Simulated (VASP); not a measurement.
# ScAlN2: relaxation of cell and atoms with PBE

ScAlN2:

```
Sc Al N
1.0
     2.66021    0.00000    0.00000
     0.00000    3.45716    0.00000
     0.00000    0.00000    6.14207
Sc Al N
1 1 2
Direct
  0.00000 0.00000 0.00000
  0.00000 0.50000 0.50000
  0.00000 0.00000 0.31834
  0.00000 0.00000 0.68166
```

The cell was built from a structure type or drawn by symmetry, and may not be a known phase.

```json
{
 "Program": "VASP 6.6.1",
 "Task": "relaxation of cell and atoms",
 "Functional": "PBE",
 "Potentials or basis": "VASP PAW PBE potentials, release 64 (Sc_sv, Al, N)",
 "Cutoff": "600 eV",
 "k mesh": "6 × 6 × 4",
 "Occupations": "gaussian, width 0.1 eV",
 "Spin": "no spin polarisation",
 "Dipole correction": "no",
 "Further INCAR settings": "ALGO = Normal; EDIFF = 1e-07; IBRION = 2; EDIFFG = -0.04; NSW = 90; ISIF = 3"
}
```

```yaml
Relaxed_volume: 17.20 Å³/atom
Relaxed_cell: a = 3.616 Å, b = 3.009 Å, c = 6.321 Å, α = 90.00°, β = 90.00°, γ = 90.00°
Space_group_after_relaxing_to_0.1_Å: Pmmm (No. 47)
Energy_gained_by_relaxing: 607.1 meV/atom
Ionic_steps: 13
Pressure_after_relaxing: -0.1 GPa
Band_gap_on_the_k_mesh: zero (bands 12 and 13 overlap by 1.27 eV)
```

Step by step:
```csv
step,energy change (eV),largest force (eV/Å),pressure (GPa),volume (Å³)
1,0.0000,0.4703,4.02,56.49
2,-1.7643,1.7586,2.06,58.37
3,-1.7641,1.8269,2.33,58.40
4,-2.2375,0.0263,4.88,60.76
5,-2.2502,1.2596,7.41,61.73
6,-2.2664,0.6684,6.21,61.34
7,-2.3942,0.4329,-1.78,68.15
8,-2.3945,0.4409,-1.54,67.91
9,-2.4263,0.0250,0.31,68.98
10,-2.4282,0.0617,-0.06,68.78
11,-2.4282,0.0542,-0.03,68.80
12,-2.4282,0.0649,-0.12,68.77
13,-2.4284,0.0010,-0.07,68.79
```

Final structure:
```cif
data_structure
_symmetry_space_group_name_H-M 'P 1'
_symmetry_Int_Tables_number 1
_cell_length_a 3.6163
_cell_length_b 3.0091
_cell_length_c 6.3214
_cell_angle_alpha 90.000
_cell_angle_beta 90.000
_cell_angle_gamma 90.000
_cell_volume 68.79
loop_
_atom_site_label
_atom_site_type_symbol
_atom_site_fract_x
_atom_site_fract_y
_atom_site_fract_z
_atom_site_occupancy
Sc1 Sc 0.00000 0.00000 0.00000 1
Al1 Al 0.00000 0.50000 0.50000 1
N1 N 0.00000 0.00000 0.30952 1
N2 N 0.00000 0.00000 0.69048 1
```

Levels at points of the mesh, in eV from the Fermi level:
| k point | band 9 | band 10 | band 11 | band 12 | band 13 | band 14 | band 15 | band 16 |
| --- | --- | --- | --- | --- | --- | --- | --- | --- |
| (0.00, 0.00, 0.00) | -1.54 | -1.30 | -1.01 | -0.96 | 0.36 | 0.44 | 2.44 | 3.43 |
| (0.50, 0.00, 0.00) | -2.44 | -1.19 | -0.89 | -0.43 | 0.62 | 1.78 | 3.01 | 3.84 |
| (0.00, 0.50, 0.00) | -4.24 | -0.63 | -0.40 | 0.82 | 0.97 | 1.56 | 2.50 | 2.87 |
| (0.50, 0.50, 0.00) | -3.96 | -1.99 | -1.38 | -0.33 | 0.91 | 2.68 | 3.00 | 4.26 |
| (0.00, 0.00, 0.50) | -1.97 | -1.65 | -1.46 | -0.47 | -0.26 | 0.38 | 1.88 | 3.43 |
| (0.50, 0.00, 0.50) | -2.12 | -1.55 | -1.53 | -0.42 | -0.40 | 2.11 | 2.66 | 3.01 |
| (0.00, 0.50, 0.50) | -2.49 | -1.36 | -1.16 | 0.42 | 0.98 | 1.57 | 1.61 | 3.09 |
| (0.50, 0.50, 0.50) | -2.41 | -2.33 | -1.31 | -0.66 | -0.23 | 2.09 | 2.30 | 3.42 |

It took 12 min on 1 thread of Intel Xeon 8259CL, with other jobs on the host, peak memory 0.23 GiB.

Caveat: the k points lie up to 0.35 Å⁻¹ apart in the final cell, too coarse for converged energies and pressures of a metal; the volume moved by over 15 % at a fixed basis, so the end points are rough.
